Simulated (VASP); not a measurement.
Crystal: Cd2BiO2.

```xyz
5
Lattice="4.8526 0.0000 0.0000 0.0000 4.8526 0.0000 0.0000 0.0000 4.4722" Properties=species:S:1:pos:R:3 pbc="T T T"
Cd    2.4263    0.0000    1.6094
Cd    0.0000    2.4263    1.6094
Bi    2.4263    2.4263    2.1174
O     2.4263    0.0000    4.0942
O     0.0000    2.4263    4.0942
```

The cell was generated, and may not be a known phase.

* Program: VASP 6.6.1
* Task: relaxation of cell and atoms
* Functional: PBE
* Potentials or basis: VASP PAW PBE potentials, release 64 (Cd, Bi_d, O)
* Cutoff: 600 eV
* k mesh: 4 × 4 × 4
* Occupations: gaussian, width 0.1 eV
* Spin: no spin polarisation

At the start: pressure 18.7 GPa; volume 21.06 Å³/atom.

Problem. Where does the relaxation end?

Solution. Over 42 steps the energy falls by 1197.3 meV/atom and the volume is 21.75 Å³/atom (+3.3 %); space group P4mm (No. 99, to 0.1 Å) before, P4/mmm (No. 123, to 0.1 Å).

Step by step:
```tsv
step	energy change (eV)	largest force (eV/Å)	pressure (GPa)	volume (Å³)
1	0.0000	4.0717	18.72	105.31
3	-3.2090	0.9716	-4.24	147.80
5	-3.9116	1.3526	1.21	137.31
7	-3.9713	0.7402	1.23	137.52
9	-4.0194	0.9134	-1.01	141.37
11	-4.2388	1.1682	-2.11	141.46
13	-4.7899	2.7386	-3.60	141.56
15	-4.8834	2.4189	-3.78	141.47
17	-4.9799	2.2492	-3.96	140.41
19	-5.0527	2.1311	-4.14	138.38
21	-5.3042	1.5825	-4.23	135.31
23	-5.6631	1.4256	-0.57	122.05
25	-5.7215	0.4579	-2.27	125.32
27	-5.8366	0.1545	-0.12	118.00
29	-5.8588	0.0738	1.44	113.93
31	-5.9682	0.1972	0.38	110.36
33	-5.9795	0.2113	0.30	108.39
35	-5.9835	0.1281	0.03	108.91
37	-5.9848	0.0757	-0.26	109.33
39	-5.9855	0.0806	0.10	108.77
41	-5.9859	0.0680	0.06	108.82
42	-5.9866	0.0315	0.04	108.77
```

Final structure:
```
CELL_PARAMETERS angstrom
4.93345 0.00000 0.00000
0.00000 4.93345 0.00000
0.00000 0.00000 4.46905
ATOMIC_POSITIONS crystal
Cd 0.50000 0.00000 0.30522
Cd 0.00000 0.50000 0.30522
Bi 0.50000 0.50000 0.80237
O 0.50000 0.00000 0.80566
O 0.00000 0.50000 0.80566
```
